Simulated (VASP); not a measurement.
# Pd12CO in VASP: notebook

Pd12CO is run at these levels: LDA; tasks: single point.

Program: VASP 6.6.1. These are calculated values, not measurements. Logs are shortened: lines on timing, memory, paths and dates and some standing lists are left out, and cuts for length are marked.

## Step 1: The cell of the first run

The cell holds a slab with vacuum, 14 atoms: a = 5.501 Å, b = 5.501 Å, c = 17.492 Å, α = 90.00°, β = 90.00°, γ = 60.00°.

## Step 2: Single point, LDA

INCAR

```
PREC     = Accurate       # precision mode
ENCUT    = 520            # plane-wave cutoff, eV
EDIFF    = 1E-6           # SCF threshold, eV
ISMEAR   = -1             # smearing method
SIGMA    = 0.1            # smearing width, eV
LREAL    = False          # projectors in reciprocal space
LASPH    = True           # aspherical terms in the spheres
NELM     = 60             # most SCF steps
ALGO     = Normal         # electronic algorithm
ISIF     = 2              # what is computed and relaxed
LWAVE    = False          # write WAVECAR
LCHARG   = False          # write CHGCAR
GGA      = CA             # functional
NBANDS   = 78             # bands
```

KPOINTS

```
Automatic mesh
0
Gamma
  2 2 1
```

POSCAR

```
Pd12CO
1.0
    5.5012910000      0.0000000000      0.0000000000
    2.7506450000      4.7642580000      0.0000000000
    0.0000000000      0.0000000000     17.4917850000
Pd C O
12 1 1
Direct
    0.1666670592      0.1666576411      0.0571696942
    0.6666769660      0.1666576411      0.0571696942
    0.1666555179      0.6666725438      0.0571696942
    0.6666654247      0.6666725438      0.0571696942
   -0.1903542495      0.3562779346      0.1840120948
    0.3239852594      0.3465597371      0.1808334598
   -0.1788619434      0.8461548472      0.1796386132
    0.3322791776      0.8322177346      0.1770316752
   -0.0387600294      0.0091724672      0.3043428672
    0.4659542982     -0.0189956127      0.3071784841
    0.0086161091      0.4765065200      0.3089278767
    0.4951912575      0.4995951101      0.3019017213
    0.9614384463      0.2614467982      0.3854495124
    0.9599342570      0.2737257302      0.4513318681
```

Potentials or basis: VASP PAW LDA potentials, release 64 (Pd, C, O).

The run is started by

```bash
cat potpaw_LDA.64/Pd/POTCAR potpaw_LDA.64/C/POTCAR potpaw_LDA.64/O/POTCAR > POTCAR
mpirun -np 1 vasp_std > vasp.out
```

OUTCAR:

```text
PREC = Accurate
   ENCUT = 520
   EDIFF = 1E-6
   ISMEAR = -1
   LREAL = False
   LASPH = True
   NELM = 60
   ISIF = 2
   GGA = CA

 ion  position               nearest neighbor table
   1  0.167  0.167  0.057-   8 2.63   6 2.70   2 2.75   3 2.75   4 2.75   4 2.75   3 2.75   2 2.75
                             5 2.80
   2  0.667  0.167  0.057-   7 2.63   6 2.71   5 2.73   3 2.75   1 2.75   4 2.75   4 2.75   1 2.75
                             3 2.75
   3  0.167  0.667  0.057-   8 2.62   6 2.65   7 2.70   2 2.75   4 2.75   1 2.75   1 2.75   4 2.75
                             2 2.75
   4  0.667  0.667  0.057-   8 2.63   5 2.67   7 2.67   3 2.75   2 2.75   1 2.75   1 2.75   2 2.75
                             3 2.75
   5  0.810  0.356  0.184-  12 2.55   8 2.63   4 2.67  11 2.67   9 2.68   6 2.70   7 2.73   2 2.73
                             7 2.78   1 2.80   6 2.80   8 2.88
   6  0.324  0.347  0.181-  12 2.62   3 2.65   1 2.70   8 2.70   5 2.70  11 2.70   2 2.71   7 2.74
                             7 2.76   5 2.80   8 2.81  10 2.82
   7  0.821  0.846  0.180-   9 2.62   2 2.63   4 2.67   3 2.70   5 2.73   8 2.73   6 2.74   6 2.76
                             8 2.77   5 2.78  10 2.81  11 2.87
   8  0.332  0.832  0.177-   3 2.62   5 2.63   4 2.63   1 2.63  10 2.64   6 2.70  12 2.70   7 2.73
                             7 2.77   6 2.81   9 2.84   5 2.88
   9  0.961  0.009  0.304-  13 1.99   7 2.62  12 2.63   5 2.68  10 2.70  11 2.71  10 2.81  11 2.81
                             8 2.84  12 2.87
  10  0.466  0.981  0.307-  12 2.57  11 2.63   8 2.64   9 2.70   9 2.81   7 2.81   6 2.82  11 2.89
                            12 2.94
  11  0.009  0.477  0.309-  13 1.89  10 2.63   5 2.67   6 2.70   9 2.71  12 2.75  12 2.77   9 2.81
                             7 2.87  10 2.89
  12  0.495  0.500  0.302-   5 2.55  10 2.57   6 2.62   9 2.63  13 2.66   8 2.70  11 2.75  11 2.77
                             9 2.87  10 2.94
  13  0.961  0.261  0.385-  14 1.15  11 1.89   9 1.99  12 2.66
  14  0.960  0.274  0.451-  13 1.15

  LATTYP: Found a hexagonal cell.
 ALAT       =     5.5012909582
 C/A-ratio  =     3.1795782359

  Lattice vectors:

 A1 = (  -2.7506450000,  -4.7642580000,   0.0000000000)
 A2 = (   5.5012910000,   0.0000000000,   0.0000000000)
 A3 = (   0.0000000000,   0.0000000000,  17.4917850000)

Analysis of symmetry for initial positions (statically):
=====================================================================
 Subroutine PRICEL returns:
 Original cell was already a primitive cell.

 Routine SETGRP: Setting up the symmetry group for a
 hexagonal supercell.

 Subroutine GETGRP returns: Found  1 space group operations
 (whereof  1 operations were pure point group operations)
 out of a pool of 24 trial point group operations.

The static configuration has the point symmetry C_1 .

Analysis of symmetry for dynamics (positions and initial velocities):
=====================================================================
 Subroutine PRICEL returns:
 Original cell was already a primitive cell.

 Routine SETGRP: Setting up the symmetry group for a
 hexagonal supercell.

 Subroutine GETGRP returns: Found  1 space group operations
 (whereof  1 operations were pure point group operations)
 out of a pool of 24 trial point group operations.

The dynamic configuration has the point symmetry C_1 .

 Subroutine INISYM returns: Found  1 space group operations
 (whereof  1 operations are pure point group operations),
 and found     1 'primitive' translations

----------------------------------------------------------------------------------------

                                     Primitive cell

  volume of cell :     458.4522

  direct lattice vectors                    reciprocal lattice vectors
     5.501291000  0.000000000  0.000000000     0.181775514 -0.104948118  0.000000000
     2.750645000  4.764258000  0.000000000     0.000000000  0.209896273  0.000000000
     0.000000000  0.000000000 17.491785000     0.000000000  0.000000000  0.057169694

  length of vectors
     5.501291000  5.501290958 17.491785000     0.209896272  0.209896273  0.057169694

  position of ions in fractional coordinates (direct lattice)
     0.166667059  0.166657641  0.057169694
     0.666676966  0.166657641  0.057169694
     0.166655518  0.666672544  0.057169694
[... 36 lines left out ...]

 Generating k-lattice:

  Cartesian coordinates                     Fractional coordinates (reciprocal lattice)
     0.090887757 -0.052474059  0.000000000     0.500000000  0.000000000  0.000000000
     0.000000000  0.104948137  0.000000000     0.000000000  0.500000000  0.000000000
     0.000000000  0.000000000  0.057169694     0.000000000  0.000000000  1.000000000

  Length of vectors
     0.104948136  0.104948137  0.057169694

  Shift w.r.t. Gamma in fractional coordinates (k-lattice)
     0.000000000  0.000000000  0.000000000

 Subroutine IBZKPT returns following result:
 ===========================================

 Found      4 irreducible k-points:

 Following reciprocal coordinates:
            Coordinates               Weight
  0.000000  0.000000  0.000000      1.000000
  0.500000  0.000000  0.000000      1.000000
  0.500000  0.500000  0.000000      1.000000
  0.000000  0.500000  0.000000      1.000000
   k-points           NKPTS =      4   k-points in BZ     NKDIM =      4   number of bands    NBANDS=     78
   number of dos      NEDOS =    301   number of ions     NIONS =     14
   total plane-waves  NPLWV = 246960
   dimension x,y,z NGX =    42 NGY =   42 NGZ =  140
   dimension x,y,z NGXF=    84 NGYF=   84 NGZF=  280
   ions per type =              12   1   1
   NGX,Y,Z   is equivalent  to a cutoff of  12.69, 12.69, 13.31 a.u.
   NGXF,Y,Z  is equivalent  to a cutoff of  25.38, 25.38, 26.61 a.u.
 SYSTEM =  unknown system
   PREC   = accura    normal or accurate (medium, high low for compatibility)
   ISTART =      0    job   : 0-new  1-cont  2-samecut
   ICHARG =      2    charge: 1-file 2-atom 10-const
   ISPIN  =      1    spin polarized calculation?
   LNONCOLLINEAR =      F non collinear calculations
   LSORBIT =      F    spin-orbit coupling
   LASPH  =      T    aspherical Exc in radial PAW
   ENCUT  =  520.0 eV  38.22 Ry    6.18 a.u.  10.23 10.23 32.52*2*pi/ulx,y,z
   NELM   =     60;   NELMIN=  2; NELMDL= -5     # of ELM steps
   EDIFF  = 0.1E-05   stopping-criterion for ELM
   LREAL  =      F    real-space projection
   EDIFFG = 0.1E-04   stopping-criterion for IOM
   NSW    =      0    number of steps for IOM
   IBRION =     -1    ionic relax: 0-MD 1-quasi-New 2-CG
   NFREE  =      0    steps in history (QN), initial steepest desc. (CG)
   ISIF   =      2    stress and relaxation
   ISYM   =      2    0-nonsym 1-usesym 2-fastsym
   POTIM  = 0.5000    time-step for ionic-motion
   TEBEG  =    0.0;   TEEND  =   0.0 temperature during run
   PSTRESS=    0.0 pullay stress
   NELECT =     130.0000    total number of electrons
   NUPDOWN=      -1.0000    fix difference up-down
   EMIN   =  10.00;   EMAX   =-10.00  energy-range for DOS
   EFERMI =   0.00;   METHOD = LEGACY
   ISMEAR =    -1;   SIGMA  =   0.10  broadening in eV -4-tet -1-fermi 0-gaus
   EFERMI_NEDOS =   21; number of points for ismear=-14 and -15
   IALGO  =     38    algorithm
   IMIX   =      4    mixing-type and parameters
     AMIX     =   0.40;   BMIX     =  1.00
     AMIX_MAG =   1.60;   BMIX_MAG =  1.00
  volume/ion in A,a.u.               =      32.75       220.98
  Fermi-wavevector in a.u.,A,eV,Ry     =   1.075535  2.032467 15.738891  1.156776
  Thomas-Fermi vector in A             =   2.211394
   LORBIT       =      0    0 simple, 1 ext, 2 COOP (PROOUT), +10 PAW based schemes
   GGA     = CA    functional components
   LHFCALC =     F    Hartree Fock is set to
   AEXX    =    0.0000 exact exchange contribution
   IVDW    =     0    specifies the selected vdW correction
   LEPSILON=     F    determine dielectric tensor
   LRPA    =     F    only Hartree local field effects (RPA)
 non-spin polarized calculation
  energy-cutoff  :      520.00
  volume of cell :      458.45
 maximum number of plane-waves:     12392
 NGX is ok and might be reduce to    42
   NGX = 21   NGY = 21   NGZ = 65

 number of electron     129.9999984 magnetization

 Free energy of the ion-electron system (eV)
  ---------------------------------------------------
  ext. energy  EPLUGINS =         0.00000000
  ---------------------------------------------------
  free energy    TOTEN  =       -90.84676072 eV

  energy without entropy =      -90.02747874  energy(sigma->0) =      -90.43711973

 E-fermi :   0.4159     XC(G=0):  -6.5731

 val. band max:        0.3811309391   @ k =   0.5000   0.0000   0.0000
 cond. band min:       0.4165210048   @ k =   0.5000   0.0000   0.0000
 fundamental gap:      0.0353900657
 Fermi energy:         0.4158866544

 k-point     1 :       0.0000    0.0000    0.0000
  band No.  band energies     occupation
      1     -22.3449      2.00000
      2      -9.4285      2.00000
      3      -6.4622      2.00000
      4      -6.2181      2.00000
      5      -6.1686      2.00000
      6      -6.1308      2.00000
[... 309 lines left out ...]
     76       4.8369      0.00000
     77       4.8570      0.00000
 [bands above 77 left out]

------------------------ aborting loop because EDIFF is reached ----------------------------------------

  FORCE on cell =-STRESS in cart. coord.  units (eV):
  Direction    XX          YY          ZZ          XY          YZ          ZX
  --------------------------------------------------------------------------------------
  -------------------------------------------------------------------------------------
  Total      -13.2168808    -12.1918114     12.0903917      1.0291961     -0.4110169      0.0834259
  in kB      -46.1897417    -42.6073767     42.2529400      3.5967868     -1.4364028      0.2915531
  external PRESSURE =     -15.5147261 kB  Pullay stress =       0.0000000 kB

 VOLUME and BASIS-vectors are now :
 -----------------------------------------------------------------------------
  energy-cutoff  :      520.00
  volume of cell :      458.45
      direct lattice vectors                 reciprocal lattice vectors
     5.501291000  0.000000000  0.000000000     0.181775514 -0.104948118  0.000000000
     2.750645000  4.764258000  0.000000000     0.000000000  0.209896273  0.000000000
     0.000000000  0.000000000 17.491785000     0.000000000  0.000000000  0.057169694

 POSITION                                       TOTAL-FORCE (eV/Angst)
 -----------------------------------------------------------------------------------
      1.37530      0.79400      1.00000        -0.082282      0.208689     -0.192929
      4.12600      0.79400      1.00000         0.077647      0.092521     -0.547429
      2.75060      3.17620      1.00000        -0.134876      0.065234     -0.547299
      5.50130      3.17620      1.00000         0.120879     -0.079614     -0.835389
      5.43409      1.69740      3.21870         0.775685     -0.823529     -1.129341
      2.73560      1.65110      3.16310        -0.446357     -0.546402      0.073684
      6.84479      4.03130      3.14220        -0.157763     -0.214304      0.757585
      4.11710      3.96490      3.09660        -0.480493      0.806185      0.649572
      5.31329      0.04370      5.32350         0.094331     -0.838252      0.439593
      5.26175      4.67376      5.37310         1.270461      0.252834     -0.247309
      1.35810      2.27020      5.40370         0.406031      1.541348     -0.742565
      4.09840      2.38020      5.28080        -0.945839      0.104532      1.075567
      6.00830      1.24560      6.74220        -0.344756     -0.499004     -0.745862
      6.03380      1.30410      7.89460        -0.152670     -0.070239      1.992122
 -----------------------------------------------------------------------------------
    total drift:                               -0.000573     -0.000160      0.000203

  FREE ENERGIE OF THE ION-ELECTRON SYSTEM (eV)
  ---------------------------------------------------
  free  energy   TOTEN  =       -90.8467607161 eV

  energy  without entropy=      -90.0274787389  energy(sigma->0) =      -90.43711973
```

It took 3.1 min on 1 thread of AMD EPYC 9R45 (Zen 5), shared host; peak memory 0.45 GiB.

Results:

* Free energy: -90.8468 eV
* Largest force: 1.999 eV/Å
* Band gap on the k mesh: zero (bands 65 and 66 overlap by 0.27 eV)

Forces in eV/Å, atoms in the order of the input:
```
Pd  -0.082  0.209 -0.193
Pd   0.078  0.093 -0.547
Pd  -0.135  0.065 -0.547
Pd   0.121 -0.080 -0.835
Pd   0.776 -0.824 -1.129
Pd  -0.446 -0.546  0.074
Pd  -0.158 -0.214  0.758
Pd  -0.480  0.806  0.650
Pd   0.094 -0.838  0.440
Pd   1.270  0.253 -0.247
Pd   0.406  1.541 -0.743
Pd  -0.946  0.105  1.076
C   -0.345 -0.499 -0.746
O   -0.153 -0.070  1.992
```

Caveat: the k points lie up to 0.66 Å⁻¹ apart; the atoms stand as in a frame of molecular dynamics; there is no dipole correction, which matters where the two faces differ.

(Continued in part 2 of 2.)

The gap in the log of VASP goes by the Fermi energy; the results here count the filled bands.